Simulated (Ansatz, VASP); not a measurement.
## One calculation of InSb, two programs

```
In Sb
1.0
     0.00000    3.23910    3.23910
     3.32008    0.00000    3.23910
     3.32008    3.23910    0.00000
In Sb
1 1
Direct
  0.00000 0.00000 0.00000
  0.75000 0.75000 0.75000
```

Change from the starting cell: strain +0.0250 x Voigt [1, 0, 0, 0, 0, 0], atoms carried along.

Alike in both runs: task single point; functional r2SCAN; k mesh 10 × 10 × 10; occupations gaussian, width 0.03 eV; no spin polarisation.

|  | VASP | Ansatz |
| --- | --- | --- |
| version | VASP 6.6.1 | Ansatz 0.2.0 |
| potentials or method | VASP PAW PBE potentials, release 64 (In_d, Sb), cutoff 520 eV | scalar-relativistic, plane waves, PAW |
| valence electrons in the cell | 18 | 28 |

|  | VASP | Ansatz | Ansatz less VASP |
| --- | --- | --- | --- |
| gap on the k mesh at the Fermi level (eV) | 0.04 | 0.04 | +0.001 |
| least direct gap on the mesh (eV) | 0.04 | 0.04 | +0.001 |
| pressure (GPa) | 0.5 | 0.5 | +0.01 |
| traceless stress, the component that is largest in VASP (GPa) | -0.52 | -0.52 | +0.001 |

VASP's potentials were made for PBE, not for r2SCAN. VASP's potentials hold 18 valence electrons a cell and Ansatz's 28, so a difference there can come from the potentials and not from the codes.

Spin-orbit coupling is off throughout.
